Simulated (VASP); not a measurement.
# In (P6/mmm) in VASP: further runs

In is run at these levels: PBE; tasks: single point, relaxation of cell and atoms.

All numbers are computed with VASP 6.6.1; they aren't measurements. Logs are shortened: lines on timing, memory, paths and dates and some standing lists are left out, and cuts for length are marked.

## Step 1: The cell of the first run

It takes space group P6/mmm (No. 191, hexagonal). Conventional cell: a = 5.500 Å, b = 5.500 Å, c = 3.205 Å, α = 90.00°, β = 90.00°, γ = 120.00°. Within 4.2 Å of In (site symmetry 6/mmm) lie 14 In at 3.20 to 3.56 Å. Within 4.2 Å of In (site symmetry -6m2) lie 11 In at 3.18 to 3.56 Å.

This isn't the form of In at room conditions, which is tetragonal.

## Step 2: Single point, PBE

Contents of INCAR:

```
PREC = Accurate
ENCUT = 520
EDIFF = 1E-6
ISMEAR = 0
SIGMA = 0.1
LREAL = F
LASPH = T
NELM = 80
ALGO = Fast
ISIF = 2
LWAVE = F
LCHARG = F
GGA = PE
NBANDS = 26
```

Contents of KPOINTS:

```
Automatic mesh
0
Gamma
  9 9 12
```

Contents of POSCAR:

```
In
1.0
    5.4998356996      0.0000000000      0.0000000000
   -2.7499178498      4.7629974325      0.0000000000
    0.0000000000      0.0000000000      3.2049746232
In
3
Direct
    0.0000000000      0.0000000000      0.0000000000
    0.3333333333      0.6666666667      0.5000000000
    0.6666666667      0.3333333333      0.5000000000
```

Potentials or basis: VASP PAW PBE potentials, release 64 (In_d).

The run is started by

```
$ cat potpaw_PBE.64/In_d/POTCAR > POTCAR
$ mpirun -np 1 vasp_std > vasp.out
```

OUTCAR:

```text
PREC = Accurate
   ENCUT = 520
   EDIFF = 1E-6
   ISMEAR = 0
   LREAL = F
   LASPH = T
   NELM = 80
   ISIF = 2
   GGA = PE

 ion  position               nearest neighbor table
   1  0.000  0.000  0.000-   2 3.56   3 3.56   2 3.56   3 3.56   3 3.56   3 3.56   2 3.56   2 3.56
                             3 3.56   3 3.56   2 3.56   2 3.56
   2  0.333  0.667  0.500-   3 3.18   3 3.18   3 3.18   1 3.56   1 3.56   1 3.56   1 3.56   1 3.56
                             1 3.56
   3  0.667  0.333  0.500-   2 3.18   2 3.18   2 3.18   1 3.56   1 3.56   1 3.56   1 3.56   1 3.56
                             1 3.56

  LATTYP: Found a hexagonal cell.
 ALAT       =     5.4998356996
 C/A-ratio  =     0.5827400668

  Lattice vectors:

 A1 = (   5.4998356996,   0.0000000000,   0.0000000000)
 A2 = (  -2.7499178498,   4.7629974325,   0.0000000000)
 A3 = (   0.0000000000,   0.0000000000,   3.2049746232)

Analysis of symmetry for initial positions (statically):
=====================================================================
 Subroutine PRICEL returns:
 Original cell was already a primitive cell.

 Routine SETGRP: Setting up the symmetry group for a
 hexagonal supercell.

 Subroutine GETGRP returns: Found 24 space group operations
 (whereof 24 operations were pure point group operations)
 out of a pool of 24 trial point group operations.

The static configuration has the point symmetry D_6h.

Analysis of symmetry for dynamics (positions and initial velocities):
=====================================================================
 Subroutine PRICEL returns:
 Original cell was already a primitive cell.

 Routine SETGRP: Setting up the symmetry group for a
 hexagonal supercell.

 Subroutine GETGRP returns: Found 24 space group operations
 (whereof 24 operations were pure point group operations)
 out of a pool of 24 trial point group operations.

The dynamic configuration has the point symmetry D_6h.

 Subroutine INISYM returns: Found 24 space group operations
 (whereof 24 operations are pure point group operations),
 and found     1 'primitive' translations

----------------------------------------------------------------------------------------

                                     Primitive cell

  volume of cell :      83.9566
[... 87 lines left out ...]
   LSORBIT =      F    spin-orbit coupling
   LASPH  =      T    aspherical Exc in radial PAW
   ENCUT  =  520.0 eV  38.22 Ry    6.18 a.u.  10.23 10.23  5.96*2*pi/ulx,y,z
   NELM   =     80;   NELMIN=  2; NELMDL= -5     # of ELM steps
   EDIFF  = 0.1E-05   stopping-criterion for ELM
   LREAL  =      F    real-space projection
   EDIFFG = 0.1E-04   stopping-criterion for IOM
   NSW    =      0    number of steps for IOM
   IBRION =     -1    ionic relax: 0-MD 1-quasi-New 2-CG
   NFREE  =      0    steps in history (QN), initial steepest desc. (CG)
   ISIF   =      2    stress and relaxation
   ISYM   =      2    0-nonsym 1-usesym 2-fastsym
   POTIM  = 0.5000    time-step for ionic-motion
   TEBEG  =    0.0;   TEEND  =   0.0 temperature during run
   PSTRESS=    0.0 pullay stress
   NELECT =      39.0000    total number of electrons
   NUPDOWN=      -1.0000    fix difference up-down
   EMIN   =  10.00;   EMAX   =-10.00  energy-range for DOS
   EFERMI =   0.00;   METHOD = LEGACY
   ISMEAR =     0;   SIGMA  =   0.10  broadening in eV -4-tet -1-fermi 0-gaus
   EFERMI_NEDOS =   21; number of points for ismear=-14 and -15
   IALGO  =     68    algorithm
   IMIX   =      4    mixing-type and parameters
     AMIX     =   0.40;   BMIX     =  1.00
     AMIX_MAG =   1.60;   BMIX_MAG =  1.00
  volume/ion in A,a.u.               =      27.99       188.86
  Fermi-wavevector in a.u.,A,eV,Ry     =   1.267880  2.395946 21.871633  1.607520
  Thomas-Fermi vector in A             =   2.401004
   LORBIT       =      0    0 simple, 1 ext, 2 COOP (PROOUT), +10 PAW based schemes
   GGA     = PE    functional components
   LHFCALC =     F    Hartree Fock is set to
   AEXX    =    0.0000 exact exchange contribution
   IVDW    =     0    specifies the selected vdW correction
   LEPSILON=     F    determine dielectric tensor
   LRPA    =     F    only Hartree local field effects (RPA)
 non-spin polarized calculation
 RMM-DIIS sequential band-by-band and
 Gauss-broadening in eV      SIGMA  =   0.10
  energy-cutoff  :      520.00
  volume of cell :       83.96
 maximum number of plane-waves:      2280
 NGX is ok and might be reduce to    42
   NGX = 21   NGY = 21   NGZ = 11

 number of electron      39.0000007 magnetization

 Free energy of the ion-electron system (eV)
  ---------------------------------------------------
  ext. energy  EPLUGINS =         0.00000000
  ---------------------------------------------------
  free energy    TOTEN  =        -7.62343378 eV

  energy without entropy =       -7.61514320  energy(sigma->0) =       -7.61928849

 E-fermi :   6.7491     XC(G=0):  -9.9315

 val. band max:        6.7187354551   @ k =   0.3333   0.0000   0.4167
 cond. band min:       6.7656565609   @ k =   0.2222   0.1111   0.3333
 fundamental gap:      0.0469211058
 Fermi energy:         6.7491485170

 k-point     1 :       0.0000    0.0000    0.0000
  band No.  band energies     occupation
      1      -8.0431      2.00000
      2      -7.8762      2.00000
      3      -7.8637      2.00000
      4      -7.7994      2.00000
      5      -7.7994      2.00000
      6      -7.6855      2.00000
[... 685 lines left out ...]
     25      13.5096      0.00000
     26      13.9180      0.00000

 [... further k-points ...]

------------------------ aborting loop because EDIFF is reached ----------------------------------------

  FORCE on cell =-STRESS in cart. coord.  units (eV):
  Direction    XX          YY          ZZ          XY          YZ          ZX
  --------------------------------------------------------------------------------------
  -------------------------------------------------------------------------------------
  Total       -0.0288699     -0.0288699     -0.0162547      0.0000000      0.0000000      0.0000000
  in kB       -0.5509355     -0.5509355     -0.3101942      0.0000000      0.0000000      0.0000000
  external PRESSURE =      -0.4706884 kB  Pullay stress =       0.0000000 kB

 VOLUME and BASIS-vectors are now :
 -----------------------------------------------------------------------------
  energy-cutoff  :      520.00
  volume of cell :       83.96
      direct lattice vectors                 reciprocal lattice vectors
     5.499835700  0.000000000  0.000000000     0.181823613  0.104975912  0.000000000
    -2.749917850  4.762997432  0.000000000     0.000000000  0.209951824  0.000000000
     0.000000000  0.000000000  3.204974623     0.000000000  0.000000000  0.312014951

 POSITION                                       TOTAL-FORCE (eV/Angst)
 -----------------------------------------------------------------------------------
      0.00000      0.00000      0.00000         0.000000      0.000000     -0.000000
     -0.00000      3.17533      1.60249        -0.000000      0.000000     -0.000000
      2.74992      1.58767      1.60249         0.000000     -0.000000      0.000000
 -----------------------------------------------------------------------------------
    total drift:                                0.000000      0.000000     -0.000000

  FREE ENERGIE OF THE ION-ELECTRON SYSTEM (eV)
  ---------------------------------------------------
  free  energy   TOTEN  =        -7.6234337823 eV

  energy  without entropy=       -7.6151431994  energy(sigma->0) =       -7.61928849
```

OSZICAR:

```text
N       E                     dE             d eps       ncg     rms          rms(c)
DAV:   1     0.345179124528E+03    0.34518E+03   -0.18824E+04  4368   0.199E+03
DAV:   2     0.221994875470E+02   -0.32298E+03   -0.31868E+03  4374   0.438E+02
DAV:   3    -0.666092459056E+01   -0.28860E+02   -0.28594E+02  5248   0.157E+02
DAV:   4    -0.764074841763E+01   -0.97982E+00   -0.97893E+00  5308   0.325E+01
DAV:   5    -0.769472305766E+01   -0.53975E-01   -0.53972E-01  7022   0.578E+00    0.356E+00
RMM:   6    -0.763492229567E+01    0.59801E-01   -0.11478E-01  4870   0.416E+00    0.188E+00
RMM:   7    -0.762337865451E+01    0.11544E-01   -0.50041E-02  4823   0.219E+00    0.360E-01
RMM:   8    -0.762307394107E+01    0.30471E-03   -0.73529E-03  5374   0.128E+00    0.893E-02
RMM:   9    -0.762333681816E+01   -0.26288E-03   -0.27341E-03  6076   0.454E-01    0.805E-02
RMM:  10    -0.762337348923E+01   -0.36671E-04   -0.10911E-03  5185   0.517E-01    0.201E-02
RMM:  11    -0.762341925045E+01   -0.45761E-04   -0.62539E-04  6712   0.200E-01    0.390E-02
RMM:  12    -0.762343995359E+01   -0.20703E-04   -0.15112E-04  6628   0.956E-02    0.903E-02
RMM:  13    -0.762343288684E+01    0.70668E-05   -0.27699E-05  5003   0.694E-02    0.538E-02
RMM:  14    -0.762343341712E+01   -0.53029E-06   -0.14715E-05  5488   0.317E-02    0.318E-02
RMM:  15    -0.762343378231E+01   -0.36518E-06   -0.37500E-06  3276   0.137E-02
   1 F= -.76234338E+01 E0= -.76192885E+01  d E =-.829058E-02
```

Run time: 3.8 min. Hardware: 1 thread of Intel Xeon 8259CL, shared host; peak memory 0.29 GiB.

Results:

| Quantity | Value |
| --- | --- |
| Free energy | -7.6234 eV |
| Pressure | 0.0 GPa |
| Band gap on the k mesh | zero (an odd number of electrons rules out a gap without spin polarisation) |

Caveat: spin-orbit coupling is left out, which moves the levels of the heavy elements.

## Step 3: Relaxation of cell and atoms, PBE

This run uses another cell than the first one, of 30.67 Å³/atom.

Contents of INCAR:

```
SYSTEM = In
PREC = Accurate
ENCUT = 600
EDIFF = 1E-6
ISMEAR = 0
SIGMA = 0.1
LREAL = .FALSE.
LASPH = .TRUE.
NELM = 60
ALGO = Fast
ISIF = 3
LWAVE = .FALSE.
LCHARG = .FALSE.
GGA = PE
IBRION = 2
NSW = 100
EDIFFG = -0.01
```

Contents of KPOINTS:

```
regular mesh
0
G
  9 9 12
  0 0 0
```

Contents of POSCAR:

```
In
1.0
    5.5750530085      0.0000000000      0.0000000000
   -2.7875265043      4.8281375328      0.0000000000
    0.0000000000      0.0000000000      3.4177498878
In
3
Direct
    0.0000000000      0.0000000000      0.0000000000
    0.3333333333      0.6666666667      0.5000000000
    0.6666666667      0.3333333333      0.5000000000
```

Potentials or basis: VASP PAW PBE potentials, release 64 (In_d).

The run is started by

```
$ cat potpaw_PBE.64/In_d/POTCAR > POTCAR
$ mpirun -np 1 vasp_std > vasp.out
```

OUTCAR:

```text
SYSTEM = In
   PREC = Accurate
   ENCUT = 600
   EDIFF = 1E-6
   ISMEAR = 0
   LREAL = .FALSE.
   LASPH = .TRUE.
   NELM = 60
   ISIF = 3
   GGA = PE
   IBRION = 2
   NSW = 100
   EDIFFG = -0.01

 ion  position               nearest neighbor table
   1  0.000  0.000  0.000-   2 3.64   3 3.64   2 3.64   3 3.64   3 3.64   3 3.64   2 3.64   2 3.64
                             3 3.64   3 3.64   2 3.64   2 3.64
   2  0.333  0.667  0.500-   3 3.22   3 3.22   3 3.22   1 3.64   1 3.64   1 3.64   1 3.64   1 3.64
                             1 3.64
   3  0.667  0.333  0.500-   2 3.22   2 3.22   2 3.22   1 3.64   1 3.64   1 3.64   1 3.64   1 3.64
                             1 3.64

  LATTYP: Found a hexagonal cell.
 ALAT       =     5.5750530085
 C/A-ratio  =     0.6130434783

  Lattice vectors:

 A1 = (   5.5750530085,   0.0000000000,   0.0000000000)
 A2 = (  -2.7875265043,   4.8281375328,   0.0000000000)
 A3 = (   0.0000000000,   0.0000000000,   3.4177498878)

Analysis of symmetry for initial positions (statically):
=====================================================================
 Subroutine PRICEL returns:
 Original cell was already a primitive cell.

 Routine SETGRP: Setting up the symmetry group for a
 hexagonal supercell.

[... 276 lines left out ...]
  free  energy   TOTEN  =        -7.6130941778 eV

  energy  without entropy=       -7.6043460928  energy(sigma->0) =       -7.60872014

[... ionic steps 4 to 9 ...]

--------------------------------------- Ionic step       10  -------------------------------------------

 number of electron      38.9999980 magnetization

------------------------ aborting loop because EDIFF is reached ----------------------------------------
[... 69 lines left out ...]
--------------------------------------- Ionic step       12  -------------------------------------------

 number of electron      38.9999980 magnetization

 Free energy of the ion-electron system (eV)
  ---------------------------------------------------
  ext. energy  EPLUGINS =         0.00000000
  ---------------------------------------------------
  free energy    TOTEN  =        -7.62380306 eV

  energy without entropy =       -7.61548318  energy(sigma->0) =       -7.61964312

 E-fermi :   6.7418     XC(G=0):  -9.9283

 val. band max:        6.7124045943   @ k =   0.3333   0.0000   0.4167
 cond. band min:       6.7585468004   @ k =   0.2222   0.1111   0.3333
 fundamental gap:      0.0461422061
 Fermi energy:         6.7418152172

 k-point     1 :       0.0000    0.0000    0.0000
  band No.  band energies     occupation
      1      -8.0495      2.00000
      2      -7.8831      2.00000
      3      -7.8705      2.00000
      4      -7.8062      2.00000
      5      -7.8062      2.00000
      6      -7.6924      2.00000
[... 613 lines left out ...]
     22      12.8357      0.00000
     23      12.8357      0.00000

 [... further k-points ...]

------------------------ aborting loop because EDIFF is reached ----------------------------------------

  FORCE on cell =-STRESS in cart. coord.  units (eV):
  Direction    XX          YY          ZZ          XY          YZ          ZX
  --------------------------------------------------------------------------------------
  -------------------------------------------------------------------------------------
  Total        0.0167178      0.0167178      0.0293205     -0.0000000     -0.0000000      0.0000000
  in kB        0.3188142      0.3188142      0.5591512     -0.0000000     -0.0000000      0.0000000
  external PRESSURE =       0.3989266 kB  Pullay stress =       0.0000000 kB
[... 18 lines left out ...]
  FREE ENERGIE OF THE ION-ELECTRON SYSTEM (eV)
  ---------------------------------------------------
  free  energy   TOTEN  =        -7.6238030616 eV

  energy  without entropy=       -7.6154831774  energy(sigma->0) =       -7.61964312

 reached required accuracy - stopping structural energy minimisation
```

Wall time 43 min (1 thread of Intel Xeon 8259CL, shared host); peak memory 0.38 GiB.

What came out:

```yaml
Free_energy: -7.6238 eV
Relaxed_volume: 28.00 Å³/atom
Relaxed_cell: a = 5.501 Å, b = 5.501 Å, c = 3.205 Å, α = 90.00°, β = 90.00°, γ = 120.00°
Space_group_after_relaxing_to_0.1_Å: P6/mmm (No. 191)
Energy_gained_by_relaxing: 26.5 meV/atom
Ionic_steps: 12
Pressure_after_relaxing: 0.0 GPa
Band_gap_on_the_k_mesh: zero (an odd number of electrons rules out a gap without spin polarisation)
```

Step by step:
```tsv
step	energy change (eV)	largest force (eV/Å)	pressure (GPa)	volume (Å³)
1	0.0000	0.0000	-2.36	92.00
2	-0.0630	0.0000	-0.62	86.10
3	-0.0687	0.0000	-0.09	84.43
4	-0.0692	0.0000	0.12	83.79
5	-0.0741	0.0000	0.10	83.79
6	-0.0771	0.0000	0.12	83.74
7	-0.0789	0.0000	0.10	83.77
8	-0.0791	0.0000	0.11	83.75
9	-0.0794	0.0000	0.11	83.76
10	-0.0794	0.0000	0.12	83.76
11	-0.0794	0.0000	-0.06	84.14
12	-0.0794	0.0000	0.04	84.01
```

Final structure:
```yaml
crystal:
  lattice:
    - [5.50129, 0.00000, 0.00000]
    - [-2.75065, 4.76426, 0.00000]
    - [0.00000, 0.00000, 3.20547]
  atoms:
    - { symbol: In, position: [0.00000, 0.00000, 0.00000] }
    - { symbol: In, position: [0.33333, 0.66667, 0.50000] }
    - { symbol: In, position: [0.66667, 0.33333, 0.50000] }
```

Caveat: spin-orbit coupling is left out, which moves the levels of the heavy elements.
